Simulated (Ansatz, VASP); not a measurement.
# CdI2 in VASP and in Ansatz

```
Cd I
1.0
     4.23991    0.00000    0.00000
    -2.11996    3.67187    0.00000
     0.00000    0.00000    6.83610
Cd I
1 2
Cartesian
  0.0000 0.0000 0.0000
  0.0000 2.4479 1.7311
  2.1200 1.2240 5.1050
```

Alike in both runs: functional PBE; dispersion D3(BJ); k mesh 6 × 6 × 4; occupations gaussian, width 0.02 eV; no spin polarisation.

Ansatz relaxed the structure, and its values are those at the end. VASP's run is a single point on that final structure, the one shown.

|  | VASP | Ansatz |
| --- | --- | --- |
| version | VASP 6.6.1 | Ansatz 0.2.0 |
| potentials or method | VASP PAW PBE potentials, release 64 (Cd, I), cutoff 500 eV | scalar-relativistic, plane waves, PAW |
| valence electrons in the cell | 26 | 54 |

```tsv
	VASP	Ansatz	Ansatz less VASP
gap on the k mesh at the Fermi level (eV)	2.33	2.34	+0.005
least direct gap on the mesh (eV)	2.57	2.59	+0.020
pressure (GPa)	0.1	0.0	-0.11
rms of the force components (eV/Å)	0.011	0.001	-0.0100
```

VASP's potentials hold 26 valence electrons a cell and Ansatz's 54, so a difference there can come from the potentials and not from the codes.

Spin-orbit coupling is off throughout.
